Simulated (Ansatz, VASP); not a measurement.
**TePb in VASP and in Ansatz**

```xyz
2
Lattice="0.0000 3.2709 3.2709 3.2709 0.0000 3.2709 3.2709 3.2709 0.0000" Properties=species:S:1:pos:R:3 pbc="T T T"
Te    0.0000    0.0000    0.0000
Pb    3.2709    3.2709    3.2709
```

Alike in both runs: task single point; functional PBE; k mesh 4 × 4 × 4; occupations gaussian, width 0.1 eV; collinear spin.

|  | VASP | Ansatz |
| --- | --- | --- |
| version | VASP 6.6.1 | Ansatz 0.2.0 |
| potentials or method | VASP PAW PBE potentials, release 64 (Te, Pb_d), cutoff 500 eV | scalar-relativistic, plane waves, PAW |
| valence electrons in the cell | 20 | 30 |

|  | VASP | Ansatz | Ansatz less VASP |
| --- | --- | --- | --- |
| gap on the k mesh at the Fermi level (eV) | 0.81 | 0.80 | -0.004 |
| least direct gap on the mesh (eV) | 0.81 | 0.80 | -0.004 |
| pressure (GPa) | 0.5 | 0.5 | +0.04 |
| net moment per atom (μB) | 0.00 | 0.00 | 0.000 |

VASP's potentials hold 20 valence electrons a cell and Ansatz's 30, so a difference there can come from the potentials and not from the codes. Ansatz's warnings: seeded moment not kept.

Neither program's run includes spin-orbit coupling.
